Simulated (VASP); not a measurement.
Here is a VASP 6.6.1 calculation.

File INCAR:

```
ALGO     = Normal         # electronic algorithm
EDIFF    = 1E-8           # SCF threshold, eV
ENCUT    = 520            # plane-wave cutoff, eV
GGA      = PE             # functional
ISIF     = 2              # what is computed and relaxed
ISMEAR   = 0              # smearing method
LASPH    = True           # aspherical terms in the spheres
LCHARG   = False          # write CHGCAR
LEFG     = True         
LREAL    = False          # projectors in reciprocal space
LWAVE    = False          # write WAVECAR
NBANDS   = 24             # bands
NELM     = 100            # most SCF steps
PREC     = Accurate       # precision mode
SIGMA    = 0.01           # smearing width, eV
```

KPOINTS

```
k-points
0
Gamma
  8 8 6
```

Contents of POSCAR:

```
SrCaSO
1.0
    4.0147083903      0.0000000000      0.0000000000
    0.0000000000      4.0147083903      0.0000000000
    0.0000000000      0.0000000000      5.3701854833
Sr Ca S O
1 1 1 1
Direct
    0.0000000000      0.0000000000      0.0000000000
    0.5000000000      0.5000000000      0.5000000000
    0.5000000000      0.5000000000      0.0000000000
    0.0000000000      0.0000000000      0.5000000000
```

Potentials or basis: VASP PAW PBE potentials, release 64 (Sr_sv, Ca_sv, S, O).

Launch:

```bash
$ cat potpaw_PBE.64/Sr_sv/POTCAR potpaw_PBE.64/Ca_sv/POTCAR potpaw_PBE.64/S/POTCAR potpaw_PBE.64/O/POTCAR > POTCAR
$ mpirun -np 1 vasp_std > vasp.out
```

(1) Predict the band gap on the k mesh.

(2) What does it give for the pressure?

## Answers

(1) 2.18 eV, direct.

(2) 0.2 GPa.

Caveat: without QUAD_EFG the Cq values of the log hold for a quadrupole moment of 1 mb, not for the nuclei.
